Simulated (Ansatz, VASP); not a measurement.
# Ba: VASP beside Ansatz

```
CELL_PARAMETERS angstrom
0.00000 2.99728 2.99728
2.99728 0.00000 2.99728
2.99728 2.99728 0.00000
ATOMIC_POSITIONS crystal
Ba 0.00000 0.00000 0.00000
```

Alike in both runs: task relaxation of cell and atoms; functional LDA; k mesh 12 × 12 × 12; occupations fermi-dirac, width 0.05 eV; no spin polarisation.

|  | VASP | Ansatz |
| --- | --- | --- |
| version | VASP 6.6.1 | Ansatz 0.2.0 |
| potentials or method | VASP PAW LDA potentials, release 64 (Ba_sv) | PAW with Ansatz's default frozen-core files, scalar-relativistic |
| plane-wave cutoff (eV) | 500 | 420 |
| valence electrons in the cell | 10 | 10 |

|  | VASP | Ansatz | Ansatz less VASP |
| --- | --- | --- | --- |
| relaxed volume (Å³/atom) | 53.91 | 53.76 | -0.149 |
| relaxed length of the cell vector where the two differ most in proportion (Å) | 4.240 | 4.236 | -0.0039 |

LDA's correlation is that of Perdew and Zunger in VASP and of Perdew and Wang (1992) in Ansatz.

Neither program's run includes spin-orbit coupling.
